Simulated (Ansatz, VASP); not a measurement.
**One calculation of PtSe2, two programs**

INCAR

```
ALGO = Normal ; EDIFF = 1E-6
ENCUT = 520 ; GGA = PS
ISIF = 2 ; ISMEAR = 0
LASPH = True ; LCHARG = True
LELF = True ; LREAL = False
LVHAR = True ; LWAVE = False
NBANDS = 18 ; NELM = 80
PREC = Accurate ; SIGMA = 0.15
```

KPOINTS

```
k-points
0
Gamma
  12 12 10
```

File POSCAR:

```
PtSe2
1.0
    3.7240006046      0.0000000000      0.0000000000
   -1.8620003023      3.2250791273      0.0000000000
    0.0000000000      0.0000000000      5.0620000000
Pt Se
1 2
Direct
    0.0000000000      0.0000000000      0.0000000000
    0.2434819727      0.6008909055      0.3092651126
    0.6666666667      0.3333333333      0.7500000000
```

Input for Ansatz:

```yaml
crystal:
  lattice:
    - [3.7240006046, 0.0, 0.0]
    - [-1.8620003023, 3.2250791273, 0.0]
    - [0.0, 0.0, 5.062]
  atoms:
    - { symbol: Pt, position: [0.0, 0.0, 0.0] }
    - { symbol: Se, position: [0.2434819727, 0.6008909055, 0.3092651126] }
    - { symbol: Se, position: [0.6666666667, 0.3333333333, 0.75] }
basis:
  ecutwfc: 420
kpoints:
  mp_grid: { grid: [12, 12, 10] }
hamiltonian:
  xc: pbesol
scf:
  occupations: { method: gaussian, width: 0.15 }
output:
  forces: true
  stress: true
  eigenvalues: true
  write_density: true
  write_potential: true
  elf: true
  volumetric_format: npy
```

Alike in both runs: task single point; functional PBEsol; k mesh 12 × 12 × 10; occupations gaussian, width 0.15 eV; no spin polarisation.

|  | VASP | Ansatz |
| --- | --- | --- |
| version | VASP 6.6.1 | Ansatz 0.2.0 |
| potentials or method | VASP PAW PBE potentials, release 64 (Pt, Se), cutoff 520 eV | scalar-relativistic, plane waves, PAW |
| valence electrons in the cell | 22 | 50 |

```csv
,VASP,Ansatz,Ansatz less VASP
gap on the k mesh at the Fermi level (eV),none,none,-
pressure (GPa),-3.3,-3.3,-0.06
"traceless stress, the component that is largest in VASP (GPa)",-3.20,-3.18,+0.018
rms of the force components (eV/Å),0.793,0.794,+0.0001
```

VASP's potentials were made for PBE, not for PBEsol. Atom by atom the forces differ by 0.006 eV/Å (rms over components). A gap of «none» marks a metal or a gap that the smearing closes. VASP's potentials hold 22 valence electrons a cell and Ansatz's 50, so a difference there can come from the potentials and not from the codes.

Spin-orbit coupling is off throughout.
